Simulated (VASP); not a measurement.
Here is a VASP 6.6.1 calculation.

Contents of INCAR:

```
ALGO = Normal ; EDIFF = 1E-6
ENCUT = 520 ; ISIF = 2
ISMEAR = 0 ; LASPH = T
LCHARG = F ; LREAL = F
LWAVE = F ; NBANDS = 31
NELM = 60 ; PREC = Accurate
SIGMA = 0.02
```

The input KPOINTS:

```
k-points
0
Gamma
  6 6 8
```

Contents of POSCAR:

```
Mg3ZnS4
1.0
    3.6722489000     -5.2134568000      0.0000000000
    3.6722489000      5.2134568000      0.0000000000
    0.0000000000      0.0000000000      3.6760849000
Mg Zn S
3 1 4
Direct
    0.0000000000      0.5000000000      0.5000000000
    0.5000000000      0.0000000000      0.5000000000
    0.5000000000      0.5000000000      0.0000000000
    0.0000000000      0.0000000000      0.0000000000
    0.7500790000      0.2499210000      0.0000000000
    0.7562390000      0.7562390000      0.5000000000
    0.2437610000      0.2437610000      0.5000000000
    0.2499210000      0.7500790000      0.0000000000
```

Potentials or basis: VASP PAW LDA potentials, release 64 (Mg, Zn, S).

Command:

```console
$ cat potpaw_LDA.64/Mg/POTCAR potpaw_LDA.64/Zn/POTCAR potpaw_LDA.64/S/POTCAR > POTCAR
$ mpirun -np 1 vasp_std > vasp.out
```

Task: What does it give for the band gap on the k mesh?

Result: 1.02 eV (least direct gap 1.22 eV).

Task: What does it give for the largest force?

Result: 0.142 eV/Å.

Forces in eV/Å, atoms in the order of the input:
```
Mg   0.000  0.000  0.000
Mg   0.000  0.000  0.000
Mg   0.000  0.000  0.000
Zn   0.000  0.000  0.000
S    0.000 -0.082  0.000
S    0.142  0.000  0.000
S   -0.142  0.000  0.000
S    0.000  0.082  0.000
```

Caveat: the cell stands under tension. A k mesh can miss the band edges.
